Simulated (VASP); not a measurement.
# Si2F3 (P6/mmm) in VASP: notebook, part 2 of 2

VASP 6.6.1. Earlier steps stand in the parts before.

## Step 3: Single point, PBE

This run uses another cell than the first one, of 12.31 Å³/atom, 1.321 times its volume.

File INCAR:

```
SYSTEM = Si2F3
PREC     = Accurate       ! precision mode
ENCUT    = 520            ! plane-wave cutoff, eV
EDIFF    = 1E-7           ! SCF threshold, eV
ISMEAR   = 0              ! smearing method
SIGMA    = 0.1            ! smearing width, eV
LREAL    = .FALSE.        ! projectors in reciprocal space
LASPH    = .TRUE.         ! aspherical terms in the spheres
NELM     = 100            ! most SCF steps
ALGO     = Normal         ! electronic algorithm
ISIF     = 2              ! what is computed and relaxed
LWAVE    = .FALSE.        ! write WAVECAR
LCHARG   = .FALSE.        ! write CHGCAR
GGA      = PE             ! functional
NBANDS   = 22             ! bands
```

File KPOINTS:

```
Automatic mesh
0
G
  6 6 6
  0 0 0
```

File POSCAR:

```
Si2F3
1.0
    4.4424304829      0.0000000000      0.0000000000
   -2.2212152414      3.8472576527      0.0000000000
    0.0000000000      0.0000000000      3.6001977667
Si F
2 3
Direct
    0.3333333333      0.6666666667      0.5000000000
    0.6666666667      0.3333333333      0.5000000000
    0.3333333333      0.6666666667      0.0000000000
    0.6666666667      0.3333333333      0.0000000000
    0.0000000000      0.0000000000      0.0000000000
```

Potentials or basis: VASP PAW PBE potentials, release 64 (Si, F).

Started as:

```console
$ cat potpaw_PBE.64/Si/POTCAR potpaw_PBE.64/F/POTCAR > POTCAR
$ mpirun -np 1 vasp_std > vasp.out
```

OUTCAR:

```text
SYSTEM = Si2F3
   PREC = Accurate
   ENCUT = 520
   EDIFF = 1E-7
   ISMEAR = 0
   LREAL = .FALSE.
   LASPH = .TRUE.
   NELM = 100
   ISIF = 2
   GGA = PE

 ion  position               nearest neighbor table
   1  0.333  0.667  0.500-   3 1.80   3 1.80   2 2.56   2 2.56   2 2.56
   2  0.667  0.333  0.500-   4 1.80   4 1.80   1 2.56   1 2.56   1 2.56
   3  0.333  0.667  0.000-   1 1.80   1 1.80
   4  0.667  0.333  0.000-   2 1.80   2 1.80
   5  0.000  0.000  0.000-

  LATTYP: Found a hexagonal cell.
 ALAT       =     4.4424304829
 C/A-ratio  =     0.8104117286

  Lattice vectors:

 A1 = (   4.4424304829,   0.0000000000,   0.0000000000)
 A2 = (  -2.2212152414,   3.8472576527,   0.0000000000)
 A3 = (   0.0000000000,   0.0000000000,   3.6001977667)

Analysis of symmetry for initial positions (statically):
=====================================================================
 Subroutine PRICEL returns:
 Original cell was already a primitive cell.

 Routine SETGRP: Setting up the symmetry group for a
 hexagonal supercell.

[... 168 lines left out ...]
  ---------------------------------------------------
  free energy    TOTEN  =       -22.75753690 eV

  energy without entropy =      -22.75107960  energy(sigma->0) =      -22.75430825

 E-fermi :   3.6294     XC(G=0): -10.2486

 val. band max:        3.6129429602   @ k =   0.3333   0.3333   0.5000
 cond. band min:       3.6460000959   @ k =   0.3333   0.3333   0.1667
 fundamental gap:      0.0330571356
 Fermi energy:         3.6293723680

 k-point     1 :       0.0000    0.0000    0.0000
  band No.  band energies     occupation
      1     -21.5642      2.00000
      2     -20.8684      2.00000
      3     -15.8379      2.00000
      4      -5.5545      2.00000
      5      -4.6336      2.00000
      6      -3.3590      2.00000
[... 589 lines left out ...]
     21      15.6909      0.00000
     22      15.8573      0.00000

 [... further k-points ...]
[... 5 lines left out ...]
  --------------------------------------------------------------------------------------
  -------------------------------------------------------------------------------------
  Total       -0.1224615     -0.1224615      0.2348793     -0.0000000      0.0000000     -0.0000000
  in kB       -3.1886883     -3.1886883      6.1158534     -0.0000000      0.0000000     -0.0000000
  external PRESSURE =      -0.0871744 kB  Pullay stress =       0.0000000 kB

 VOLUME and BASIS-vectors are now :
 -----------------------------------------------------------------------------
  energy-cutoff  :      520.00
  volume of cell :       61.53
      direct lattice vectors                 reciprocal lattice vectors
     4.442430483  0.000000000  0.000000000     0.225102003  0.129962702  0.000000000
    -2.221215241  3.847257653  0.000000000     0.000000000  0.259925404  0.000000000
     0.000000000  0.000000000  3.600197767     0.000000000  0.000000000  0.277762519

 POSITION                                       TOTAL-FORCE (eV/Angst)
 -----------------------------------------------------------------------------------
     -0.00000      2.56484      1.80010        -0.000000      0.000000      0.000000
      2.22122      1.28242      1.80010         0.000000     -0.000000      0.000000
     -0.00000      2.56484      0.00000         0.000000     -0.000000     -0.000000
      2.22122      1.28242      0.00000        -0.000000      0.000000      0.000000
      0.00000      0.00000      0.00000         0.000000     -0.000000      0.000000
 -----------------------------------------------------------------------------------
    total drift:                               -0.000000      0.000000      0.000000

  FREE ENERGIE OF THE ION-ELECTRON SYSTEM (eV)
  ---------------------------------------------------
  free  energy   TOTEN  =       -22.7575368998 eV

  energy  without entropy=      -22.7510796016  energy(sigma->0) =      -22.75430825
```

OSZICAR:

```text
N       E                     dE             d eps       ncg     rms          rms(c)
DAV:   1     0.129629012808E+03    0.12963E+03   -0.14787E+04  1232   0.120E+03
DAV:   2    -0.178740655117E+02   -0.14750E+03   -0.14052E+03  1546   0.255E+02
DAV:   3    -0.250565456591E+02   -0.71825E+01   -0.71380E+01  1538   0.554E+01
DAV:   4    -0.251049311134E+02   -0.48385E-01   -0.48377E-01  1366   0.521E+00
DAV:   5    -0.251053037377E+02   -0.37262E-03   -0.37260E-03  1514   0.453E-01    0.999E+00
DAV:   6    -0.228370625288E+02    0.22682E+01   -0.10710E+01  1370   0.235E+01    0.538E+00
DAV:   7    -0.227917747789E+02    0.45288E-01   -0.12533E+00  1322   0.590E+00    0.212E+00
DAV:   8    -0.227611798910E+02    0.30595E-01   -0.36127E-01  1458   0.268E+00    0.146E+00
DAV:   9    -0.227559665316E+02    0.52134E-02   -0.75409E-02  1364   0.155E+00    0.294E-01
DAV:  10    -0.227576126081E+02   -0.16461E-02   -0.53015E-03  1418   0.445E-01    0.140E-01
DAV:  11    -0.227577915518E+02   -0.17894E-03   -0.52700E-03  1416   0.249E-01    0.112E-01
DAV:  12    -0.227575333189E+02    0.25823E-03   -0.15851E-03  1406   0.141E-01    0.949E-03
DAV:  13    -0.227575368784E+02   -0.35595E-05   -0.29475E-05  1382   0.333E-02    0.534E-03
DAV:  14    -0.227575373278E+02   -0.44942E-06   -0.10726E-06  1384   0.826E-03    0.482E-03
DAV:  15    -0.227575369067E+02    0.42104E-06   -0.48542E-06  1478   0.944E-03    0.191E-03
DAV:  16    -0.227575368998E+02    0.69599E-08   -0.23633E-07   880   0.238E-03
   1 F= -.22757537E+02 E0= -.22754308E+02  d E =-.645730E-02
```

stdout:

```text
POSCAR found type information on POSCAR SiF
 POSCAR found :  2 types and       5 ions
 scaLAPACK will be used
 LDA part: xc-table for (Slater+PW92), standard interpolation
 POSCAR, INCAR and KPOINTS ok, starting setup
 FFT: planning ... GRIDC
 FFT: planning ... GRID_SOFT
 FFT: planning ... GRID
 WAVECAR not read
 entering main loop
```

Wall time 18 s (1 thread of Intel Xeon 6975P-C (Granite Rapids), shared host); peak memory 0.18 GiB.

What came out:

```yaml
Free_energy: -22.7575 eV
Pressure: 0.0 GPa
```

Caveat: an odd number of electrons without spin polarisation forces a metal; a magnetic or distorted state may lie lower.

## Step 4: Relaxation of cell and atoms, PBE

File INCAR:

```
  PREC = Accurate
  ENCUT = 600
  EDIFF = 1E-6
  ISMEAR = 0
  SIGMA = 0.1
  LREAL = F
  LASPH = T
  NELM = 100
  ALGO = Normal
  ISIF = 3
  LWAVE = F
  LCHARG = F
  GGA = PE
  IBRION = 2
  NSW = 90
  EDIFFG = -0.04
```

File KPOINTS:

```
regular mesh
0
Gamma
  6 6 6
```

File POSCAR:

```
Si2F3
1.0
    4.5942648200      0.0000000000      0.0000000000
   -2.2971324100      3.9787500400      0.0000000000
    0.0000000000      0.0000000000      2.5489863500
Si F
2 3
Direct
    0.3333333300      0.6666666700      0.5000000000
    0.6666666700      0.3333333300      0.5000000000
    0.3333333300      0.6666666700      0.0000000000
    0.6666666700      0.3333333300      0.0000000000
    0.0000000000      0.0000000000      0.0000000000
```

Started as:

```console
$ cat potpaw_PBE.64/Si/POTCAR potpaw_PBE.64/F/POTCAR > POTCAR
$ mpirun -np 1 vasp_std > vasp.out
```

Wall time 1.9 min (1 thread of Intel Xeon 6975P-C (Granite Rapids), shared host); peak memory 0.18 GiB.

The run converged. Its results:

| Quantity | Value |
| --- | --- |
| Free energy | -22.3096 eV |
| Relaxed volume | 11.79 Å³/atom |
| Relaxed cell | a = 4.402 Å, b = 4.402 Å, c = 3.512 Å, α = 90.00°, β = 90.00°, γ = 120.00° |
| Space group after relaxing (to 0.05 Å) | P6/mmm (No. 191) |
| Energy gained by relaxing | 4704.4 meV/atom |
| Ionic steps | 11 |
| Pressure after relaxing | 0.0 GPa |

Step by step:
```
step  energy change (eV)  largest force (eV/Å)  pressure (GPa)  volume (Å³)
   1              0.0000                0.0000          197.18        46.59
   2             45.4258                0.0000         -117.32       119.00
   3            -15.7433                0.0000          -50.02        78.87
   4            -21.5612                0.0000          -28.52        70.46
   5            -23.4104                0.0000           -4.15        63.19
   6            -23.4119                0.0000           -5.51        63.52
   7            -23.5084                0.0000           -2.57        60.52
   8            -23.5202                0.0000           -1.17        59.34
   9            -23.5204                0.0000           -0.94        59.14
  10            -23.5165                0.0000            1.74        58.54
  11            -23.5222                0.0000           -0.01        58.93
```

Final structure:
```
CELL_PARAMETERS angstrom
4.40173 0.00000 0.00000
-2.20086 3.81201 0.00000
0.00000 0.00000 3.51185
ATOMIC_POSITIONS crystal
Si 0.33333 0.66667 0.50000
Si 0.66667 0.33333 0.50000
F 0.33333 0.66667 0.00000
F 0.66667 0.33333 0.00000
F 0.00000 0.00000 0.00000
```

Levels at points of the mesh, in eV from the Fermi level:
```csv
k point,band 11,band 12,band 13,band 14,band 15,band 16,band 17,band 18
"(0.00, 0.00, 0.00)",-1.09,-1.09,-1.02,1.07,1.07,1.86,5.11,5.11
"(0.50, 0.00, 0.00)",-3.13,-1.09,-1.07,-0.89,0.68,3.17,9.69,9.71
"(0.00, 0.00, 0.50)",-0.93,-0.93,-0.70,-0.63,-0.63,3.76,3.76,4.69
"(0.50, 0.00, 0.50)",-2.25,-1.45,-1.21,-0.88,-0.53,4.61,6.63,7.67
```

Caveat: the k points lie up to 0.30 Å⁻¹ apart in the final cell; the volume moved by over 15 % at a fixed basis, so the end points are rough; an odd number of electrons without spin polarisation forces a metal; a magnetic or distorted state may lie lower.

## Step 5: The runs side by side

| task | cell | cutoff (eV) | gap on the mesh (eV) | pressure (GPa) |
| --- | --- | --- | --- | --- |
| single point | a = 4.594, b = 4.594, c = 2.549 Å, angles 90.0, 90.0, 120.0°, 5 atoms | 520 | none | 197.4 |
| single point | a = 4.442, b = 4.442, c = 3.600 Å, angles 90.0, 90.0, 120.0°, 5 atoms | 520 | none | 0.0 |
| relaxation of cell and atoms | relaxed from a = 4.594, b = 4.594, c = 2.549 Å, angles 90.0, 90.0, 120.0°, 5 atoms | 600 | none | 0.0 |

Alike in all rows: level PBE; potentials or basis VASP PAW PBE potentials, release 64 (Si, F); no spin polarisation; k mesh 6 × 6 × 6; smearing gaussian 0.1 eV.

Caveats: some runs use coarse meshes; an odd number of electrons without spin polarisation forces a metal; a magnetic or distorted state may lie lower; the volume moved by over 15 % at a fixed basis, so the end points are rough (some runs).

Total energies depend on the potentials used, so only differences within one code and one set of settings carry meaning.
